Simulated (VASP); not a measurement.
**Rh: single point with LDA**

The system is Rh.

```
CELL_PARAMETERS angstrom
-2.55259 2.93541 1.24896
2.93541 -2.55259 1.24896
1.78639 1.78639 -0.54783
ATOMIC_POSITIONS crystal
Rh 0.01013 0.98987 0.00000
Rh 0.73987 0.26013 0.50000
```

```
Program                : VASP 6.6.1
Task                   : single point
Functional             : LDA
Potentials or basis    : VASP PAW LDA potentials, release 64 (Rh_pv)
Cutoff                 : 520 eV
k mesh                 : 14 × 14 × 13
Occupations            : fermi-dirac, width 0.1 eV
Spin                   : no spin polarisation
Dipole correction      : no
Further INCAR settings : ALGO = Normal; EDIFF = 1e-07; NBANDS = 22
```

* Pressure: 30.4 GPa
* Largest force: 0.270 eV/Å
* Band gap on the k mesh: zero (bands 15 and 16 overlap by 2.48 eV)

Forces on the atoms (eV/Å):
```
Rh   0.191 -0.191  0.000
Rh  -0.191  0.191  0.000
```

Stress tensor (GPa, compression positive):
```
31.97 -1.73 -0.47
-1.73 31.97 -0.47
-0.47 -0.47 27.26
```

Levels at points of the mesh, in eV from the Fermi level:
| k point | band 12 | band 13 | band 14 | band 15 | band 16 | band 17 | band 18 | band 19 |
| --- | --- | --- | --- | --- | --- | --- | --- | --- |
| (0.00, 0.00, 0.00) | -2.04 | -1.94 | -0.98 | -0.37 | 0.29 | 1.54 | 2.65 | 11.63 |
| (0.50, 0.00, 0.00) | -2.93 | -2.08 | -1.66 | -0.88 | 0.71 | 2.73 | 4.71 | 5.90 |
| (0.50, 0.50, 0.00) | -3.23 | -1.80 | -1.69 | -1.42 | -0.76 | 0.75 | 1.06 | 14.67 |

It took 5.3 min on 1 thread of Oxide Virtual Turin-like Processor, on a shared host, peak memory 0.34 GiB.

Caveat: the cell stands under pressure.
